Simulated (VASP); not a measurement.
A run of VASP 6.6.1:

The input INCAR:

```
SYSTEM = Ti
ALGO = Fast
EDIFF = 1E-7
ENCUT = 520
GGA = PE
ISIF = 2
ISMEAR = 0
ISPIN = 2
LASPH = .True.
LCHARG = .False.
LMAXMIX = 4
LORBIT = 11
LREAL = .False.
LWAVE = .False.
MAGMOM = 0.2
NBANDS = 16
NELM = 150
NUPDOWN = 0.2
PREC = Accurate
SIGMA = 0.15
```

KPOINTS

```
k-points
0
Gamma
  22 22 22
  0 0 0
```

POSCAR

```
Ti
1.0
   -1.5235541254      1.5235541254      1.5235541254
    1.5235541254     -1.5235541254      1.5235541254
    1.5235541254      1.5235541254     -1.5235541254
Ti
1
Direct
    0.0000000000      0.0000000000      0.0000000000
```

Potentials or basis: VASP PAW PBE potentials, release 64 (Ti_sv).

Run with:

```bash
$ cat potpaw_PBE.64/Ti_sv/POTCAR > POTCAR
$ mpirun -np 1 vasp_std > vasp.out
```

Hardware: 1 thread of Intel Xeon 8259CL, on a shared host.

Task: How long does it take, and how much memory?

Result: Wall time 2.9 min on 1 thread of Intel Xeon 8259CL (shared host), peak memory 0.22 GiB. Counts: scf iterations 18, k points 328.
